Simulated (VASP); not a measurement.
# Zr (Im-3m) in VASP: further runs, part 2 of 2

VASP 6.6.1. The steps go on from the part before.

### 4 Electric field gradients, PBEsol (volume scaled by 0.98)

INCAR

```
SYSTEM = Zr
PREC = Accurate
ENCUT = 520
EDIFF = 1E-8
ISMEAR = -1
SIGMA = 0.08
LREAL = .FALSE.
LASPH = .TRUE.
NELM = 60
ALGO = Normal
ISIF = 2
LWAVE = .FALSE.
LCHARG = .FALSE.
GGA = PS
LEFG = .TRUE.
NBANDS = 12
```

KPOINTS

```
Automatic mesh
0
G
  14 14 14
  0 0 0
```

POSCAR

```
Zr
1.0
   -1.7978519830      1.7978519830      1.7978519830
    1.7978519830     -1.7978519830      1.7978519830
    1.7978519830      1.7978519830     -1.7978519830
Zr
1
Direct
    0.0000000000      0.0000000000      0.0000000000
```

Potentials or basis: VASP PAW PBE potentials, release 64 (Zr_sv).

The run is started by

```
$ cat potpaw_PBE.64/Zr_sv/POTCAR > POTCAR
$ mpirun -np 1 vasp_std > vasp.out
```

OUTCAR:

```text
SYSTEM = Zr
   PREC = Accurate
   ENCUT = 520
   EDIFF = 1E-8
   ISMEAR = -1
   LREAL = .FALSE.
   LASPH = .TRUE.
   NELM = 60
   ISIF = 2
   GGA = PS

 ion  position               nearest neighbor table
   1  0.000  0.000  0.000-

  LATTYP: Found a body centered cubic cell.
 ALAT       =     3.5957039660

  Lattice vectors:

 A1 = (  -1.7978519830,   1.7978519830,   1.7978519830)
 A2 = (   1.7978519830,  -1.7978519830,   1.7978519830)
 A3 = (   1.7978519830,   1.7978519830,  -1.7978519830)

Analysis of symmetry for initial positions (statically):
=====================================================================
 Subroutine PRICEL returns:
 Original cell was already a primitive cell.

 Routine SETGRP: Setting up the symmetry group for a
 body centered cubic supercell.

 Subroutine GETGRP returns: Found 48 space group operations
 (whereof 48 operations were pure point group operations)
 out of a pool of 48 trial point group operations.

The static configuration has the point symmetry O_h .

Analysis of symmetry for dynamics (positions and initial velocities):
=====================================================================
 Subroutine PRICEL returns:
 Original cell was already a primitive cell.

 Routine SETGRP: Setting up the symmetry group for a
 body centered cubic supercell.

 Subroutine GETGRP returns: Found 48 space group operations
 (whereof 48 operations were pure point group operations)
 out of a pool of 48 trial point group operations.

The dynamic configuration has the point symmetry O_h .

 Subroutine INISYM returns: Found 48 space group operations
[... 161 lines left out ...]
     11      20.9954      0.00000
     12      20.9954      0.00000
[... 331 lines left out ...]
 k-point    24 :       0.3571    0.2857    0.0000
  band No.  band energies     occupation
      1     -39.6181      2.00000
      2     -18.0710      2.00000
      3     -17.9204      2.00000
      4     -17.4422      2.00000
      5       7.2043      2.00000
      6       8.0521      1.99779
      7       8.4509      1.72196
      8      12.3688      0.00000
      9      12.7823      0.00000
     10      17.0419      0.00000
     11      17.5777      0.00000
     12      19.0154      0.00000

 [... further k-points ...]

------------------------ aborting loop because EDIFF is reached ----------------------------------------

  FORCE on cell =-STRESS in cart. coord.  units (eV):
  Direction    XX          YY          ZZ          XY          YZ          ZX
  --------------------------------------------------------------------------------------
  -------------------------------------------------------------------------------------
  Total       -0.7480592     -0.7480592     -0.7480592     -0.0000000      0.0000000      0.0000000
  in kB      -51.5614066    -51.5614066    -51.5614066     -0.0000000      0.0000000      0.0000000
  external PRESSURE =     -51.5614066 kB  Pullay stress =       0.0000000 kB

 VOLUME and BASIS-vectors are now :
 -----------------------------------------------------------------------------
  energy-cutoff  :      520.00
  volume of cell :       23.24
      direct lattice vectors                 reciprocal lattice vectors
    -1.797851983  1.797851983  1.797851983     0.000000000  0.278109658  0.278109658
     1.797851983 -1.797851983  1.797851983     0.278109658  0.000000000  0.278109658
     1.797851983  1.797851983 -1.797851983     0.278109658  0.278109658  0.000000000

 POSITION                                       TOTAL-FORCE (eV/Angst)
 -----------------------------------------------------------------------------------
      0.00000      0.00000      0.00000        -0.000000      0.000000      0.000000
 -----------------------------------------------------------------------------------
    total drift:                                0.000000      0.000000      0.000000

  FREE ENERGIE OF THE ION-ELECTRON SYSTEM (eV)
  ---------------------------------------------------
  free  energy   TOTEN  =        -9.0106901108 eV

  energy  without entropy=       -8.9712417785  energy(sigma->0) =       -8.99096594

 Electric field gradients (V/A^2)
---------------------------------------------------------------------
 ion       V_xx      V_yy      V_zz      V_xy      V_xz      V_yz
---------------------------------------------------------------------
   1       0.000    -0.000    -0.000    -0.000    -0.000    -0.000
---------------------------------------------------------------------

 Electric field gradients after diagonalization (V/A^2)
 (convention: |V_zz| > |V_xx| > |V_yy|)
----------------------------------------------------------------------
 ion       V_xx      V_yy      V_zz     asymmetry (V_yy - V_xx)/ V_zz
----------------------------------------------------------------------
   1       0.000     0.000    -0.000       0.000
----------------------------------------------------------------------

           NMR quadrupolar parameters

 Cq : quadrupolar parameter    Cq=e*Q*V_zz/h
 eta: asymmetry parameters     (V_yy - V_xx)/ V_zz
 Q  : nuclear electric quadrupole moment in mb (millibarn)
----------------------------------------------------------------------
 ion       Cq(MHz)       eta       Q (mb)
----------------------------------------------------------------------
   1      -0.000       0.000       1.000
----------------------------------------------------------------------
```

stdout:

```text
POSCAR found type information on POSCAR Zr
 POSCAR found :  1 types and       1 ions
 scaLAPACK will be used
 -----------------------------------------------------------------------------
|                                                                             |
|                                                                             |
|     You enforced a specific xc type in the INCAR file but a different       |
|     I HOPE YOU KNOW WHAT YOU ARE DOING!                                     |
|                                                                             |
 -----------------------------------------------------------------------------

 LDA part: xc-table for (Slater+PW92), standard interpolation
 POSCAR, INCAR and KPOINTS ok, starting setup
 FFT: planning ... GRIDC
 FFT: planning ... GRID_SOFT
 FFT: planning ... GRID
 WAVECAR not read
 entering main loop
ion   1
```

It took 19 s on 1 thread of Intel Xeon Platinum 8259CL at 2.50GHz (Skylake/Cascade Lake), shared host; peak memory 0.15 GiB.

Results:

```yaml
Free_energy: -9.0107 eV
Pressure: -5.2 GPa
Band_gap_on_the_k_mesh: zero (band 6 reaches 9.71 eV, above the bottom of band 7 at 7.97 eV)
```

Caveat: without QUAD_EFG the Cq values of the log hold for a quadrupole moment of 1 mb, not for the nuclei; the PAW data sets were made with another functional, which shifts forces and pressure a little.
